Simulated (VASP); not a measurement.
Wanted: the native input for a VASP 6.6.1 run.

```
Task                   : single point
Functional             : LDA
Potentials or basis    : VASP PAW LDA potentials, release 64 (Sr_sv)
Cutoff                 : 520 eV
k mesh                 : 7 × 7 × 7
Occupations            : fermi-dirac, width 0.1 eV
Spin                   : no spin polarisation
Dipole correction      : no
Further INCAR settings : ALGO = Normal; EDIFF = 1e-06; NBANDS = 17
```

The structure of Sr lies in POSCAR:

```
Sr
1.0
    0.0000000000      4.7242521915      4.7242521915
    4.7242521915      0.0000000000      4.7242521915
    4.7242521915      4.7242521915      0.0000000000
Sr
2
Direct
    0.1250000000      0.1250000000      0.1250000000
    0.8750000000      0.8750000000      0.8750000000
```

This isn't the form of Sr at room conditions, which is fcc.

One way to write it, as run:

INCAR

```
SYSTEM = Sr
PREC = Accurate
ENCUT = 520
EDIFF = 1E-6
ISMEAR = -1
SIGMA = 0.1
LREAL = .False.
LASPH = .True.
NELM = 80
ALGO = Normal
ISIF = 2
LWAVE = .False.
LCHARG = .True.
GGA = CA
LELF = .True.
LVHAR = .True.
NBANDS = 17
```

KPOINTS

```
Automatic mesh
0
Gamma
  7 7 7
  0 0 0
```

Potentials or basis: VASP PAW LDA potentials, release 64 (Sr_sv).

Command:

```console
$ cat potpaw_LDA.64/Sr_sv/POTCAR > POTCAR
$ mpirun -np 1 vasp_std > vasp.out
```

Results of the run:

```json
{"Pressure": "-0.2 GPa", "Band gap on the k mesh": "zero (bands 10 and 11 overlap by 0.69 eV)"}
```

It took 47 s on 1 thread of AMD EPYC 9R14 (Zen 4) (shared host), peak memory 0.25 GiB.
